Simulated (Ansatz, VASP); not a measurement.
# BP in VASP and in Ansatz

```
B P
1.0
     2.96890    0.00000    0.00000
    -1.48445    2.57114    0.00000
     0.00000    0.00000    2.62582
B P
1 1
Direct
  0.00000 0.00000 0.00000
  0.33333 0.66667 0.50000
```

Change from the starting cell: volume scaled by 0.96, PAW files.

Alike in both runs: task electric field gradients; functional PBE; k mesh 13 × 13 × 11; occupations fermi-dirac, width 0.08 eV; no spin polarisation.

|  | VASP | Ansatz |
| --- | --- | --- |
| version | VASP 6.6.1 | Ansatz 0.2.0 |
| potentials or method | VASP PAW PBE potentials, release 64 (B, P) | PAW with Ansatz's default frozen-core files, scalar-relativistic |
| plane-wave cutoff (eV) | 520 | 420 |
| valence electrons in the cell | 8 | 8 |

```tsv
	VASP	Ansatz	Ansatz less VASP
pressure (GPa)	6.2	6.5	+0.28
traceless stress, the component that is largest in VASP (GPa)	0.18	0.20	+0.019
size of Vzz on the site where it differs most (V/Å²)	25.0	24.4	-0.61
```

With one functional, cell and mesh, what is left measures potentials, basis and numerics.
